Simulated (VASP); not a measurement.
Set up this calculation in VASP 6.6.1, as the native input.

* Task: single point
* Functional: PBE
* Potentials or basis: VASP PAW PBE potentials, release 64 (Ga_d, As)
* Cutoff: 500 eV
* k mesh: 8 × 8 × 8
* Occupations: gaussian, width 0.01 eV
* Spin: no spin polarisation
* Dipole correction: no
* Further INCAR settings: ALGO = Normal; EDIFF = 1e-06; NBANDS = 16

The structure of GaAs lies in POSCAR:

```
GaAs
1.0
    0.0000000000      2.8641866666      2.8641866666
    2.8641866666      0.0000000000      2.8641866666
    2.8641866666      2.8641866666      0.0000000000
Ga As
1 1
Direct
    0.0000000000      0.0000000000      0.0000000000
    0.2500000000      0.2500000000      0.2500000000
```

These files were run (other wordings do the same):

INCAR

```
PREC     = Accurate       # precision mode
ENCUT    = 500            # plane-wave cutoff, eV
EDIFF    = 1E-6           # SCF threshold, eV
ISMEAR   = 0              # smearing method
SIGMA    = 0.01           # smearing width, eV
LREAL    = False          # projectors in reciprocal space
LASPH    = True           # aspherical terms in the spheres
NELM     = 120            # most SCF steps
ALGO     = Normal         # electronic algorithm
ISIF     = 2              # what is computed and relaxed
LWAVE    = False          # write WAVECAR
LCHARG   = False          # write CHGCAR
GGA      = PE             # functional
NBANDS   = 16             # bands
GGA_COMPAT= False
```

KPOINTS

```
Automatic mesh
0
Gamma
  8 8 8
```

Potentials or basis: VASP PAW PBE potentials, release 64 (Ga_d, As).

Command:

```bash
$ cat potpaw_PBE.64/Ga_d/POTCAR potpaw_PBE.64/As/POTCAR > POTCAR
$ mpirun -np 1 vasp_std > vasp.out
```

Results of the run:

- Pressure: 0.7 GPa
- Band gap on the k mesh: 0.23 eV, direct

Run time: 19 s on 1 thread of AMD EPYC 7R13 (shared host), peak memory 0.15 GiB.
